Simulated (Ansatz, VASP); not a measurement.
**One calculation of ZnCu, two programs**

```
Zn Cu
1.0
     2.89889    0.00000    0.00000
     0.00000    2.89889    0.00000
     0.00000    0.00000    2.96436
Zn Cu
1 1
Direct
  0.50000 0.50000 0.50000
  0.00000 0.00000 0.00000
```

Change from the starting cell: z stretched by +1.5 % at fixed volume, crystal datasets.

Alike in both runs: task electric field gradients; functional r2SCAN; k mesh 12 × 12 × 12; occupations fermi-dirac, width 0.05 eV; no spin polarisation.

|  | VASP | Ansatz |
| --- | --- | --- |
| version | VASP 6.6.1 | Ansatz 0.2.0 |
| potentials or method | VASP PAW PBE potentials, release 64 (Zn, Cu), cutoff 520 eV | all-electron PAW with datasets made for the crystal, scalar-relativistic |

Ansatz gave:

- pressure (GPa): -0.2
- traceless stress, the component that is largest in VASP (GPa): -0.32
- size of Vzz on the site where it differs most (V/Å²): 3.1

Estimate VASP's values.

pressure (GPa): 0.6; traceless stress, the component that is largest in VASP (GPa): -0.25; size of Vzz on the site where it differs most (V/Å²): 2.7.

VASP's potentials were made for PBE, not for r2SCAN. Ansatz ran all-electron here, and VASP with PAW potentials.
